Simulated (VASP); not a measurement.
# Sn2C3 (P-3m1) in VASP: notebook, part 3 of 3

VASP 6.6.1.

## Step 4: Relaxation of cell and atoms, PBE

This run uses another cell than the first one, of 17.68 Å³/atom.

File INCAR:

```
SYSTEM = Sn2C3
PREC = Accurate ; ENCUT = 600
EDIFF = 1E-7 ; ISMEAR = 0
SIGMA = 0.2 ; LREAL = .False.
LASPH = .True. ; NELM = 100
ALGO = Normal ; ISIF = 3
LWAVE = .False. ; LCHARG = .False.
GGA = PE ; IBRION = 2
NSW = 36 ; EDIFFG = -0.08
```

File KPOINTS:

```
Automatic mesh
0
Gamma
  4 4 2
  0 0 0
```

File POSCAR:

```
Sn2C3
1.0
    4.2700000000      0.0000000000      0.0000000000
   -2.1350000000      3.6979284700      0.0000000000
    0.0000000000      0.0000000000     11.2000000000
Sn C
4 6
Direct
    0.0000000000      0.0000000000      0.7330000000
    0.6666666700      0.3333333300      0.5780000000
    0.0000000000      0.0000000000      0.2670000000
    0.3333333300      0.6666666700      0.4220000000
    0.6667000000      0.0000000000      0.0000000000
    0.6667000000      0.6667000000      0.0000000000
    0.0000000000      0.6667000000      0.0000000000
    0.3333000000      0.3333000000      0.0000000000
    0.0000000000      0.3333000000      0.0000000000
    0.3333000000      0.0000000000      0.0000000000
```

Potentials or basis: VASP PAW PBE potentials, release 64 (Sn_d, C).

The run is started by

```bash
> cat potpaw_PBE.64/Sn_d/POTCAR potpaw_PBE.64/C/POTCAR > POTCAR
> mpirun -np 1 vasp_std > vasp.out
```

OUTCAR:

```text
SYSTEM = Sn2C3
   PREC = Accurate
   ENCUT = 600
   EDIFF = 1E-7
   ISMEAR = 0
   LREAL = .False.
   LASPH = .True.
   NELM = 100
   ISIF = 3
   GGA = PE
   IBRION = 2
   NSW = 36
   EDIFFG = -0.08

 ion  position               nearest neighbor table
   1  0.000  0.000  0.733-   2 3.02   2 3.02   2 3.02
   2  0.667  0.333  0.578-   1 3.02   1 3.02   1 3.02   4 3.02   4 3.02   4 3.02
   3  0.000  0.000  0.267-   4 3.02   4 3.02   4 3.02
   4  0.333  0.667  0.422-   3 3.02   3 3.02   3 3.02   2 3.02   2 3.02   2 3.02
   5  0.667  0.000  0.000-   6 1.42   9 1.42  10 1.42
   6  0.667  0.667  0.000-   5 1.42   7 1.42   8 1.42
   7  0.000  0.667  0.000-  10 1.42   6 1.42   9 1.42
   8  0.333  0.333  0.000-  10 1.42   9 1.42   6 1.42
   9  0.000  0.333  0.000-   5 1.42   8 1.42   7 1.42
  10  0.333  0.000  0.000-   7 1.42   8 1.42   5 1.42

  LATTYP: Found a hexagonal cell.
 ALAT       =     4.2700000000
 C/A-ratio  =     2.6229508197

  Lattice vectors:

 A1 = (   4.2700000000,   0.0000000000,   0.0000000000)
 A2 = (  -2.1350000000,   3.6979284700,   0.0000000000)
 A3 = (   0.0000000000,   0.0000000000,  11.2000000000)

Analysis of symmetry for initial positions (statically):
=====================================================================
 Subroutine PRICEL returns:
 Original cell was already a primitive cell.

 Routine SETGRP: Setting up the symmetry group for a
 hexagonal supercell.

 Subroutine GETGRP returns: Found 12 space group operations
 (whereof 12 operations were pure point group operations)
 out of a pool of 24 trial point group operations.

The static configuration has the point symmetry D_3d.

Analysis of symmetry for dynamics (positions and initial velocities):
=====================================================================
 Subroutine PRICEL returns:
 Original cell was already a primitive cell.

 Routine SETGRP: Setting up the symmetry group for a
 hexagonal supercell.

 Subroutine GETGRP returns: Found 12 space group operations
 (whereof 12 operations were pure point group operations)
 out of a pool of 24 trial point group operations.

[... 136 lines left out ...]
 NGX is ok and might be reduce to    36
   NGX = 17   NGY = 17   NGZ = 45

--------------------------------------- Ionic step        1  -------------------------------------------

 number of electron      80.0000011 magnetization

 Free energy of the ion-electron system (eV)
  ---------------------------------------------------
  ext. energy  EPLUGINS =         0.00000000
  ---------------------------------------------------
  free energy    TOTEN  =       -68.63321922 eV

  energy without entropy =      -68.55148759  energy(sigma->0) =      -68.59235340

------------------------ aborting loop because EDIFF is reached ----------------------------------------

  FORCE on cell =-STRESS in cart. coord.  units (eV):
  Direction    XX          YY          ZZ          XY          YZ          ZX
  --------------------------------------------------------------------------------------
  -------------------------------------------------------------------------------------
  Total        1.7888854      1.7888854      5.0042938      0.0000000      0.0000000      0.0000000
  in kB       16.2064797     16.2064796     45.3366027      0.0000000      0.0000000      0.0000000
  external PRESSURE =      25.9165207 kB  Pullay stress =       0.0000000 kB
[... 113 lines left out ...]
  FREE ENERGIE OF THE ION-ELECTRON SYSTEM (eV)
  ---------------------------------------------------
  free  energy   TOTEN  =       -68.7048930912 eV

  energy  without entropy=      -68.6240601259  energy(sigma->0) =      -68.66447661

 E-fermi :   4.6929     XC(G=0):  -9.1596

 val. band max:        4.6785152762   @ k =   0.0000   0.0000   0.0000
 cond. band min:       4.7350913905   @ k =   0.2500   0.0000   0.5000
 fundamental gap:      0.0565761143
 Fermi energy:         4.6929066053

 k-point     1 :       0.0000    0.0000    0.0000
  band No.  band energies     occupation
      1     -16.7397      2.00000
      2     -16.7397      2.00000
      3     -16.7083      2.00000
      4     -16.7083      2.00000
      5     -16.6625      2.00000
      6     -16.6625      2.00000
[... 397 lines left out ...]
     47       8.4309      0.00000
     48      10.0578      0.00000

[... ionic steps 4 to 18 ...]

--------------------------------------- Ionic step       19  -------------------------------------------

 number of electron      80.0000010 magnetization

------------------------ aborting loop because EDIFF is reached ----------------------------------------
[... 83 lines left out ...]
--------------------------------------- Ionic step       21  -------------------------------------------

 number of electron      80.0000013 magnetization

 Free energy of the ion-electron system (eV)
  ---------------------------------------------------
  ext. energy  EPLUGINS =         0.00000000
  ---------------------------------------------------
  free energy    TOTEN  =       -69.03002169 eV

  energy without entropy =      -68.95124773  energy(sigma->0) =      -68.99063471

 E-fermi :   4.1093     XC(G=0):  -8.7213

 val. band max:        4.0930026709   @ k =   0.0000   0.0000   0.0000
 cond. band min:       4.1214374260   @ k =   0.0000   0.0000   0.5000
 fundamental gap:      0.0284347551
 Fermi energy:         4.1093048898

 k-point     1 :       0.0000    0.0000    0.0000
  band No.  band energies     occupation
      1     -17.3564      2.00000
      2     -17.3564      2.00000
      3     -17.3087      2.00000
      4     -17.3087      2.00000
      5     -17.2598      2.00000
      6     -17.2598      2.00000
[... 434 lines left out ...]
  FREE ENERGIE OF THE ION-ELECTRON SYSTEM (eV)
  ---------------------------------------------------
  free  energy   TOTEN  =       -69.0300216858 eV

  energy  without entropy=      -68.9512477279  energy(sigma->0) =      -68.99063471

 reached required accuracy - stopping structural energy minimisation
```

OSZICAR:

```text
N       E                     dE             d eps       ncg     rms          rms(c)
DAV:   1     0.100652394743E+04    0.10065E+04   -0.40767E+04   848   0.254E+03
DAV:   2     0.116717266964E+03   -0.88981E+03   -0.85747E+03   784   0.729E+02
DAV:   3    -0.612941427212E+02   -0.17801E+03   -0.17195E+03   936   0.244E+02
[... 253 lines left out ...]
DAV:   4    -0.690301222496E+02    0.84451E-04   -0.50709E-04   944   0.220E-01    0.704E-02
DAV:   5    -0.690300222719E+02    0.99978E-04   -0.16162E-04  1040   0.851E-02    0.271E-02
DAV:   6    -0.690300213002E+02    0.97171E-06   -0.25931E-05   984   0.279E-02    0.611E-03
DAV:   7    -0.690300217331E+02   -0.43287E-06   -0.19899E-06   936   0.137E-02    0.197E-03
DAV:   8    -0.690300216858E+02    0.47239E-07   -0.68842E-07   864   0.482E-03
  21 F= -.69030022E+02 E0= -.68990635E+02  d E =-.334773E-02
```

CONTCAR:

```text
Sn2C3
   1.00000000000000
     4.2487487205918626   -0.0000000000000001   -0.0000000000000000
    -2.1243743602959313    3.6795243222478109    0.0000000000000000
    -0.0000000000000000    0.0000000000000001   13.7360293000686582
  Sn              C
     4     6
Direct
     1.0000000000000000    0.0000000000000000    0.7058488359695876
     0.6666666699999979    0.3333333300000021    0.5696891741673762
     0.0000000000000000    0.0000000000000000    0.2941511640304122
     0.3333333300000021    0.6666666699999979    0.4303108258326239
     0.6667976566131687    0.0000000000000000    0.0000000000000000
     0.6667976566131197    0.6667976566130707    0.0000000000000000
     0.9999999999999508    0.6667976566130707    0.0000000000000000
     0.3332023433868803    0.3332023433869293    0.0000000000000000
     0.0000000000000490    0.3332023433869293    0.0000000000000000
     0.3332023433868312    0.0000000000000000    0.0000000000000000

  0.00000000E+00  0.00000000E+00  0.00000000E+00
  0.00000000E+00  0.00000000E+00  0.00000000E+00
  0.00000000E+00  0.00000000E+00  0.00000000E+00
  0.00000000E+00  0.00000000E+00  0.00000000E+00
  0.00000000E+00  0.00000000E+00  0.00000000E+00
  0.00000000E+00  0.00000000E+00  0.00000000E+00
  0.00000000E+00  0.00000000E+00  0.00000000E+00
  0.00000000E+00  0.00000000E+00  0.00000000E+00
  0.00000000E+00  0.00000000E+00  0.00000000E+00
  0.00000000E+00  0.00000000E+00  0.00000000E+00
```

It took 18 min on 1 thread of Intel Xeon Platinum 8488C (Sapphire Rapids), shared host; peak memory 0.38 GiB.

Results:

```yaml
Free_energy: -69.0300 eV
Relaxed_volume: 21.47 Å³/atom
Relaxed_cell: a = 4.249 Å, b = 4.249 Å, c = 13.736 Å, α = 90.00°, β = 90.00°, γ = 120.00°
Space_group_after_relaxing_to_0.1_Å: P-3m1 (No. 164)
Energy_gained_by_relaxing: 39.7 meV/atom
Ionic_steps: 21
Pressure_after_relaxing: -0.1 GPa
Largest_force_after_relaxing: 0.044 eV/Å
Band_gap_on_the_k_mesh: zero (bands 40 and 41 overlap by 1.34 eV)
```

Forces on the atoms (eV/Å):
```
Sn   0.000  0.000 -0.044
Sn   0.000  0.000  0.040
Sn   0.000  0.000  0.044
Sn   0.000  0.000 -0.040
C   -0.007  0.000  0.000
C   -0.003 -0.006  0.000
C    0.003 -0.006  0.000
C    0.003  0.006  0.000
C   -0.003  0.006  0.000
C    0.007  0.000  0.000
```

Stress tensor (GPa, compression positive):
```
-0.02  0.00  0.00
 0.00 -0.02  0.00
 0.00  0.00 -0.12
```

Step by step:
| step | energy change (eV) | largest force (eV/Å) | pressure (GPa) | volume (Å³) |
| --- | --- | --- | --- | --- |
| 1 | 0.0000 | 0.2086 | 2.59 | 176.85 |
| 2 | -0.0706 | 0.6507 | -0.83 | 184.26 |
| 3 | -0.0717 | 0.5631 | -0.49 | 183.45 |
| 4 | -0.1322 | 0.1456 | -0.93 | 186.26 |
| 5 | -0.1817 | 0.5628 | -1.60 | 191.66 |
| 6 | -0.2352 | 0.3535 | -0.68 | 192.60 |
| 7 | -0.2549 | 0.4070 | 0.32 | 193.49 |
| 8 | -0.2550 | 0.4100 | 0.43 | 193.58 |
| 9 | -0.2623 | 0.3999 | 0.35 | 194.27 |
| 10 | -0.2822 | 0.3661 | 0.13 | 196.34 |
| 11 | -0.3127 | 0.2932 | -0.26 | 200.48 |
| 12 | -0.3388 | 0.1974 | -0.82 | 208.80 |
| 13 | -0.3475 | 0.2336 | 0.25 | 208.56 |
| 14 | -0.3476 | 0.2314 | 0.18 | 208.58 |
| 15 | -0.3533 | 0.2161 | 0.17 | 209.00 |
| 16 | -0.3688 | 0.1684 | 0.13 | 210.26 |
| 17 | -0.3897 | 0.1442 | 0.13 | 212.80 |
| 18 | -0.3649 | 0.3646 | 0.40 | 217.88 |
| 19 | -0.3935 | 0.1917 | 0.17 | 213.97 |
| 20 | -0.3948 | 0.1565 | -0.22 | 215.35 |
| 21 | -0.3968 | 0.0442 | -0.05 | 214.74 |

Final structure:
```
Sn C
1.0
     4.24875    0.00000    0.00000
    -2.12437    3.67952    0.00000
     0.00000    0.00000   13.73603
Sn C
4 6
Direct
  0.00000 0.00000 0.70585
  0.66667 0.33333 0.56969
  0.00000 0.00000 0.29415
  0.33333 0.66667 0.43031
  0.66680 0.00000 0.00000
  0.66680 0.66680 0.00000
  0.00000 0.66680 0.00000
  0.33320 0.33320 0.00000
  0.00000 0.33320 0.00000
  0.33320 0.00000 0.00000
```

Caveat: the k points lie up to 0.43 Å⁻¹ apart in the final cell, too coarse for converged energies and pressures of a metal; the volume moved by over 15 % at a fixed basis, so the end points are rough; spin-orbit coupling is left out, which moves the levels of the heavy elements; the relaxation stopped at a loose force limit of 0.08 eV/Å, so its end isn't a converged minimum.

## Step 5: Summary

```tsv
task	cell	k mesh	cutoff (eV)	gap on the mesh (eV)	pressure (GPa)	largest force (eV/Å)
single point	a = 4.247, b = 4.247, c = 13.613 Å, angles 90.0, 90.0, 120.0°, 10 atoms, atomic positions A	4 × 4 × 2	520	none	0.2	0.07
single point	a = 4.240, b = 4.240, c = 14.403 Å, angles 90.0, 90.0, 120.0°, 10 atoms, atomic positions B	6 × 6 × 2	520	none	0.0	0.22
relaxation of cell and atoms	relaxed from a = 4.270, b = 4.270, c = 11.200 Å, angles 90.0, 90.0, 120.0°, 10 atoms, atomic positions C	4 × 4 × 2	600	none	-0.1	0.04
```

Alike in all rows: level PBE; potentials or basis VASP PAW PBE potentials, release 64 (Sn_d, C); no spin polarisation; smearing gaussian 0.2 eV.

Caveats: some runs use coarse meshes; spin-orbit coupling is left out, which moves the levels of the heavy elements; the volume moved by over 15 % at a fixed basis, so the end points are rough (at least some runs); the relaxation stopped at a loose force limit of 0.08 eV/Å, so its end isn't a converged minimum (at least some runs).

Total energies depend on the potentials used, so only differences within one code and one set of settings carry meaning.

The gap in the log of VASP goes by the Fermi energy; the results here count the filled bands.